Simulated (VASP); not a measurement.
Runs of VASP 6.6.1 on C. The structure is that of space group P6_3/mmc (No. 194), or close to it. The cells are those of the table. 

```csv
cell,gap on the mesh (eV),pressure (GPa),largest force (eV/Å)
"a = 2.544, b = 2.544, c = 4.237 Å, angles 90.0, 90.0, 120.0°, 4 atoms",3.47,-15.3,0.05
"a = 2.584, b = 2.584, c = 4.303 Å, angles 90.0, 90.0, 120.0°, 4 atoms",3.60,-31.3,0.10
"a = 2.461, b = 2.461, c = 4.098 Å, angles 90.0, 90.0, 120.0°, 4 atoms",3.13,30.4,0.07
"a = 2.503, b = 2.503, c = 4.169 Å, angles 90.0, 90.0, 120.0°, 4 atoms",3.31,(b),(d)
"a = 2.417, b = 2.417, c = 4.025 Å, angles 90.0, 90.0, 120.0°, 4 atoms",(c),(a),0.15
```

Alike in all rows: task single point; level PBE; potentials or basis VASP PAW PBE potentials, release 64 (C); no spin polarisation; k mesh 6 × 6 × 4; cutoff (eV) 520; smearing gaussian 0.01 eV.

Estimate the missing entries.

(a) 62.7; (b) 4.9; (c) 2.92; (d) 0.01.

Caveats: all runs use coarse meshes.

A k mesh can miss the band edges.
